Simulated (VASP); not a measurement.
# CdHg (Cmmm) in VASP: electric field gradients with PBE

Aim: the electric field gradients of CdHg with PBE.

All numbers are computed with VASP 6.6.1; they aren't measurements. Logs are shortened: lines on timing, memory, paths and dates and some standing lists are left out, and cuts for length are marked.

**1. The cell of the first run**

It takes space group Cmmm (No. 65, orthorhombic). Conventional cell: a = 2.978 Å, b = 5.810 Å, c = 5.728 Å, α = 90.00°, β = 90.00°, γ = 90.00°. Cd (site symmetry mmm) has 6 Cd at 2.98 to 3.26 Å and 4 Hg at 3.23 Å within 3.9 Å. Within 3.9 Å of Hg (site symmetry mmm) lie 6 Hg at 2.98 to 3.26 Å and 4 Cd at 3.23 Å.

**2. Electric field gradients, PBE**

Input file INCAR:

```
  PREC = Accurate
  ENCUT = 520
  EDIFF = 1E-8
  ISMEAR = -1
  SIGMA = 0.15
  LREAL = F
  LASPH = T
  NELM = 60
  ALGO = Fast
  ISIF = 2
  LWAVE = F
  LCHARG = F
  GGA = PE
  LEFG = T
  NBANDS = 19
```

Input file KPOINTS:

```
Automatic mesh
0
Gamma
  16 16 8
```

Input file POSCAR:

```
CdHg
1.0
    1.4890106882     -2.9052459056      0.0000000000
    1.4890106882      2.9052459056      0.0000000000
    0.0000000000      0.0000000000      5.7280920738
Cd Hg
1 1
Direct
    0.0000000000      0.0000000000      0.0000000000
    0.5000000000      0.5000000000      0.5000000000
```

Potentials or basis: VASP PAW PBE potentials, release 64 (Cd, Hg).

Started as:

```sh
$ cat potpaw_PBE.64/Cd/POTCAR potpaw_PBE.64/Hg/POTCAR > POTCAR
$ mpirun -np 1 vasp_std > vasp.out
```

OUTCAR:

```text
PREC = Accurate
   ENCUT = 520
   EDIFF = 1E-8
   ISMEAR = -1
   LREAL = F
   LASPH = T
   NELM = 60
   ISIF = 2
   GGA = PE

 ion  position               nearest neighbor table
   1  0.000  0.000  0.000-   2 3.23   2 3.23   2 3.23   2 3.23
   2  0.500  0.500  0.500-   1 3.23   1 3.23   1 3.23   1 3.23

  LATTYP: Found a base centered orthorhombic cell.
 ALAT       =     2.9780213764
 B/A-ratio  =     1.9511249507
 C/A-ratio  =     1.9234556606

  Lattice vectors:

 A1 = (   1.4890106882,  -2.9052459056,   0.0000000000)
 A2 = (   1.4890106882,   2.9052459056,   0.0000000000)
 A3 = (   0.0000000000,   0.0000000000,   5.7280920738)

Analysis of symmetry for initial positions (statically):
=====================================================================
 Subroutine PRICEL returns:
 Original cell was already a primitive cell.

 Routine SETGRP: Setting up the symmetry group for a
 base centered orthorhombic supercell.

 Subroutine GETGRP returns: Found  8 space group operations
 (whereof  8 operations were pure point group operations)
 out of a pool of  8 trial point group operations.

The static configuration has the point symmetry D_2h.

Analysis of symmetry for dynamics (positions and initial velocities):
=====================================================================
 Subroutine PRICEL returns:
 Original cell was already a primitive cell.

 Routine SETGRP: Setting up the symmetry group for a
 base centered orthorhombic supercell.

 Subroutine GETGRP returns: Found  8 space group operations
 (whereof  8 operations were pure point group operations)
 out of a pool of  8 trial point group operations.

The dynamic configuration has the point symmetry D_2h.

 Subroutine INISYM returns: Found  8 space group operations
 (whereof  8 operations are pure point group operations),
 and found     1 'primitive' translations

----------------------------------------------------------------------------------------

                                     Primitive cell

  volume of cell :      49.5588

  direct lattice vectors                    reciprocal lattice vectors
     1.489010688 -2.905245906  0.000000000     0.335793426 -0.172102471  0.000000000
     1.489010688  2.905245906  0.000000000     0.335793426  0.172102471  0.000000000
     0.000000000  0.000000000  5.728092074     0.000000000  0.000000000  0.174578199

  length of vectors
     3.264598996  3.264598996  5.728092074     0.377328087  0.377328087  0.174578199

  position of ions in fractional coordinates (direct lattice)
     0.000000000  0.000000000  0.000000000
     0.500000000  0.500000000  0.500000000

  ion indices of the primitive-cell ions
   primitive index   ion index
                 1           1
                 2           2

----------------------------------------------------------------------------------------

 KPOINTS: Automatic mesh

Automatic generation of k-mesh.
 Grid dimensions read from file:
 generate k-points for:   16   16    8

 Generating k-lattice:

  Cartesian coordinates                     Fractional coordinates (reciprocal lattice)
     0.020987089 -0.010756404  0.000000000     0.062500000 -0.000000000  0.000000000
     0.020987089  0.010756404  0.000000000    -0.000000000  0.062500000  0.000000000
     0.000000000  0.000000000  0.021822275     0.000000000  0.000000000  0.125000000

  Length of vectors
     0.023583005  0.023583005  0.021822275

  Shift w.r.t. Gamma in fractional coordinates (k-lattice)
     0.000000000  0.000000000  0.000000000

 Subroutine IBZKPT returns following result:
 ===========================================

 Found    365 irreducible k-points:

 Following reciprocal coordinates:
            Coordinates               Weight
  0.000000  0.000000  0.000000      1.000000
  0.062500 -0.000000  0.000000      4.000000
  0.125000 -0.000000  0.000000      4.000000
  0.187500 -0.000000  0.000000      4.000000
  0.250000 -0.000000  0.000000      4.000000
  0.312500  0.000000  0.000000      4.000000
[... 16 lines left out ...]
 -0.125000  0.062500  0.000000      4.000000
 -0.062500  0.062500  0.000000      2.000000
 [... further k-points ...]
   k-points           NKPTS =    365   k-points in BZ     NKDIM =    365   number of bands    NBANDS=     19
   number of dos      NEDOS =    301   number of ions     NIONS =      2
   total plane-waves  NPLWV =  27648
   dimension x,y,z NGX =    24 NGY =   24 NGZ =   48
   dimension x,y,z NGXF=    48 NGYF=   48 NGZF=   96
   ions per type =               1   1
   NGX,Y,Z   is equivalent  to a cutoff of  12.22, 12.22, 13.93 a.u.
   NGXF,Y,Z  is equivalent  to a cutoff of  24.44, 24.44, 27.86 a.u.
 SYSTEM =  unknown system
   PREC   = accura    normal or accurate (medium, high low for compatibility)
   ISTART =      0    job   : 0-new  1-cont  2-samecut
   ICHARG =      2    charge: 1-file 2-atom 10-const
   ISPIN  =      1    spin polarized calculation?
   LNONCOLLINEAR =      F non collinear calculations
   LSORBIT =      F    spin-orbit coupling
   LASPH  =      T    aspherical Exc in radial PAW
   ENCUT  =  520.0 eV  38.22 Ry    6.18 a.u.   6.07  6.07 10.65*2*pi/ulx,y,z
   NELM   =     60;   NELMIN=  2; NELMDL= -5     # of ELM steps
   EDIFF  = 0.1E-07   stopping-criterion for ELM
   LREAL  =      F    real-space projection
   EDIFFG = 0.1E-06   stopping-criterion for IOM
   NSW    =      0    number of steps for IOM
   IBRION =     -1    ionic relax: 0-MD 1-quasi-New 2-CG
   NFREE  =      0    steps in history (QN), initial steepest desc. (CG)
   ISIF   =      2    stress and relaxation
   ISYM   =      2    0-nonsym 1-usesym 2-fastsym
   POTIM  = 0.5000    time-step for ionic-motion
   TEBEG  =    0.0;   TEEND  =   0.0 temperature during run
   PSTRESS=    0.0 pullay stress
   NELECT =      24.0000    total number of electrons
   NUPDOWN=      -1.0000    fix difference up-down
   EMIN   =  10.00;   EMAX   =-10.00  energy-range for DOS
   EFERMI =   0.00;   METHOD = LEGACY
   ISMEAR =    -1;   SIGMA  =   0.15  broadening in eV -4-tet -1-fermi 0-gaus
   EFERMI_NEDOS =   21; number of points for ismear=-14 and -15
   IALGO  =     68    algorithm
   IMIX   =      4    mixing-type and parameters
     AMIX     =   0.40;   BMIX     =  1.00
     AMIX_MAG =   1.60;   BMIX_MAG =  1.00
  volume/ion in A,a.u.               =      24.78       167.22
  Fermi-wavevector in a.u.,A,eV,Ry     =   1.285597  2.429427 22.487177  1.652761
  Thomas-Fermi vector in A             =   2.417722
   LORBIT       =      0    0 simple, 1 ext, 2 COOP (PROOUT), +10 PAW based schemes
   GGA     = PE    functional components
   LHFCALC =     F    Hartree Fock is set to
   AEXX    =    0.0000 exact exchange contribution
   IVDW    =     0    specifies the selected vdW correction
   LEPSILON=     F    determine dielectric tensor
   LRPA    =     F    only Hartree local field effects (RPA)
 non-spin polarized calculation
 RMM-DIIS sequential band-by-band and
  energy-cutoff  :      520.00
  volume of cell :       49.56
 maximum number of plane-waves:      1364
   NGX = 13   NGY = 13   NGZ = 21

 number of electron      24.0000002 magnetization

 Free energy of the ion-electron system (eV)
  ---------------------------------------------------
  ext. energy  EPLUGINS =         0.00000000
  ---------------------------------------------------
  free energy    TOTEN  =        -0.88919107 eV

  energy without entropy =       -0.83850168  energy(sigma->0) =       -0.86384638

 E-fermi :   2.2598     XC(G=0): -10.4405

 val. band max:        2.2575639319   @ k =   0.4375   0.0625   0.3750
 cond. band min:       2.2790139021   @ k =   0.3125   0.1875   0.2500
 fundamental gap:      0.0214499702
 Fermi energy:         2.2598282207

 k-point     1 :       0.0000    0.0000    0.0000
  band No.  band energies     occupation
      1      -7.0073      2.00000
      2      -6.8089      2.00000
      3      -6.3357      2.00000
      4      -6.3027      2.00000
      5      -6.1943      2.00000
      6      -6.1220      2.00000
[... 11 lines left out ...]
     18      17.0276      0.00000
     19      17.3313      0.00000

 k-point     2 :       0.0625   -0.0000    0.0000
  band No.  band energies     occupation
      1      -6.9679      2.00000
      2      -6.7821      2.00000
      3      -6.3495      2.00000
      4      -6.2008      2.00000
      5      -6.1989      2.00000
      6      -6.1460      2.00000
[... 476 lines left out ...]
 k-point    24 :      -0.0625    0.0625    0.0000
  band No.  band energies     occupation
      1      -7.0023      2.00000
      2      -6.8045      2.00000
      3      -6.3194      2.00000
      4      -6.2303      2.00000
      5      -6.2160      2.00000
      6      -6.1245      2.00000
[... 11 lines left out ...]
     18      16.6943      0.00000
     19      16.8813      0.00000

 [... further k-points ...]
[... 5 lines left out ...]
  --------------------------------------------------------------------------------------
  -------------------------------------------------------------------------------------
  Total        0.1205424      0.0507164      0.0536978      0.0000000      0.0000000      0.0000000
  in kB        3.8969953      1.6396006      1.7359870      0.0000000      0.0000000      0.0000000
  external PRESSURE =       2.4241943 kB  Pullay stress =       0.0000000 kB

 VOLUME and BASIS-vectors are now :
 -----------------------------------------------------------------------------
  energy-cutoff  :      520.00
  volume of cell :       49.56
      direct lattice vectors                 reciprocal lattice vectors
     1.489010688 -2.905245906  0.000000000     0.335793426 -0.172102471  0.000000000
     1.489010688  2.905245906  0.000000000     0.335793426  0.172102471  0.000000000
     0.000000000  0.000000000  5.728092074     0.000000000  0.000000000  0.174578199

 POSITION                                       TOTAL-FORCE (eV/Angst)
 -----------------------------------------------------------------------------------
      0.00000      0.00000      0.00000         0.000000      0.000000      0.000000
      1.48901      0.00000      2.86405         0.000000      0.000000      0.000000
 -----------------------------------------------------------------------------------
    total drift:                                0.000000     -0.000000      0.000000

  FREE ENERGIE OF THE ION-ELECTRON SYSTEM (eV)
  ---------------------------------------------------
  free  energy   TOTEN  =        -0.8891910747 eV

  energy  without entropy=       -0.8385016795  energy(sigma->0) =       -0.86384638

 Electric field gradients (V/A^2)
---------------------------------------------------------------------
 ion       V_xx      V_yy      V_zz      V_xy      V_xz      V_yz
---------------------------------------------------------------------
   1     -71.690    27.640    44.050     0.000     0.000    -0.000
   2    -150.401   115.810    34.591    -0.000     0.000    -0.000
---------------------------------------------------------------------

 Electric field gradients after diagonalization (V/A^2)
 (convention: |V_zz| > |V_xx| > |V_yy|)
----------------------------------------------------------------------
 ion       V_xx      V_yy      V_zz     asymmetry (V_yy - V_xx)/ V_zz
----------------------------------------------------------------------
   1      44.050    27.640   -71.690       0.229
   2     115.810    34.591  -150.401       0.540
----------------------------------------------------------------------

           NMR quadrupolar parameters

 Cq : quadrupolar parameter    Cq=e*Q*V_zz/h
 eta: asymmetry parameters     (V_yy - V_xx)/ V_zz
 Q  : nuclear electric quadrupole moment in mb (millibarn)
----------------------------------------------------------------------
 ion       Cq(MHz)       eta       Q (mb)
----------------------------------------------------------------------
   1      -0.173       0.229       1.000
   2      -0.364       0.540       1.000
----------------------------------------------------------------------
```

Run time: 6.7 min. Hardware: 1 thread of Intel Xeon 8259CL, shared host; peak memory 0.46 GiB.

What came out:

```
Free energy                             : -0.8892 eV
Pressure                                : 0.2 GPa
Band gap on the k mesh                  : zero (bands 12 and 13 overlap by 3.11 eV)
Largest electric field gradient by atom : Cd -71.7; Hg -150.4 V/Å²
```

Electric field gradients, principal values (V/Å²):
```tsv
atom	least	middle	greatest (by size)
1 Cd	27.640	44.050	-71.690
2 Hg	34.591	115.810	-150.401
```

Caveat: without QUAD_EFG the Cq values of the log hold for a quadrupole moment of 1 mb, not for the nuclei; spin-orbit coupling is left out, which moves the levels of the heavy elements.
